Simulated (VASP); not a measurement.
Input of a VASP 6.6.1 run:

Contents of INCAR:

```
PREC     = Accurate       # precision mode
ENCUT    = 520            # plane-wave cutoff, eV
EDIFF    = 1E-6           # SCF threshold, eV
ISMEAR   = 0              # smearing method
SIGMA    = 0.1            # smearing width, eV
LREAL    = False          # projectors in reciprocal space
LASPH    = True           # aspherical terms in the spheres
NELM     = 150            # most SCF steps
ALGO     = Normal         # electronic algorithm
ISIF     = 2              # what is computed and relaxed
LWAVE    = False          # write WAVECAR
LCHARG   = False          # write CHGCAR
ISPIN    = 2              # spin polarisation
MAGMOM   = 2.79 0.75      # initial moments
LORBIT   = 11             # projections on sites
LMAXMIX  = 4              # l up to which the mixer works
GGA      = PS             # functional
NBANDS   = 20             # bands
```

File KPOINTS:

```
Automatic mesh
0
Gamma
  16 16 12
```

Contents of POSCAR:

```
FeNi
1.0
    2.3940994909      0.0000000000      0.0000000000
    0.0000000000      2.3940994909      0.0000000000
    0.0000000000      0.0000000000      3.6330158863
Fe Ni
1 1
Direct
    0.0000000000      0.0000000000      0.0000000000
    0.5000000000      0.5000000000      0.5000000000
```

Potentials or basis: VASP PAW PBE potentials, release 64 (Fe, Ni).

Command:

```console
$ cat potpaw_PBE.64/Fe/POTCAR potpaw_PBE.64/Ni/POTCAR > POTCAR
$ mpirun -np 1 vasp_std > vasp.out
```

What does it give for the pressure?

7.0 GPa.

What does it give for the site moments?

Fe +2.40; Ni +0.58 μB.

Stress tensor (GPa, compression positive):
```
10.32  0.00  0.00
 0.00 10.32  0.00
 0.00  0.00  0.30
```

Caveat: the cell differs from its parent crystal (biaxial strain in the a-b plane: -3.0 %, then relaxed in part); the PAW data sets were made with another functional, which shifts forces and pressure a little.
